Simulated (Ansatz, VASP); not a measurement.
## Two plane-wave programs on Pd

```
Pd
1.0
    -1.57376    1.57376    1.57376
     1.57376   -1.57376    1.57376
     1.57376    1.57376   -1.57376
Pd
1
Cartesian
  0.0000 0.0000 0.0000
```

Alike in both runs: task single point; functional PBE; k mesh 18 × 18 × 18; occupations gaussian, width 0.05 eV; no spin polarisation.

```csv
,VASP,Ansatz
version,VASP 6.6.1,Ansatz 0.2.0
potentials or method,"VASP PAW PBE potentials, release 64 (Pd), cutoff 500 eV","scalar-relativistic, plane waves, PAW"
valence electrons in the cell,10,18
```

|  | VASP | Ansatz | Ansatz less VASP |
| --- | --- | --- | --- |
| pressure (GPa) | -1.9 | -1.7 | +0.24 |

VASP's potentials hold 10 valence electrons a cell and Ansatz's 18, so a difference there can come from the potentials and not from the codes.
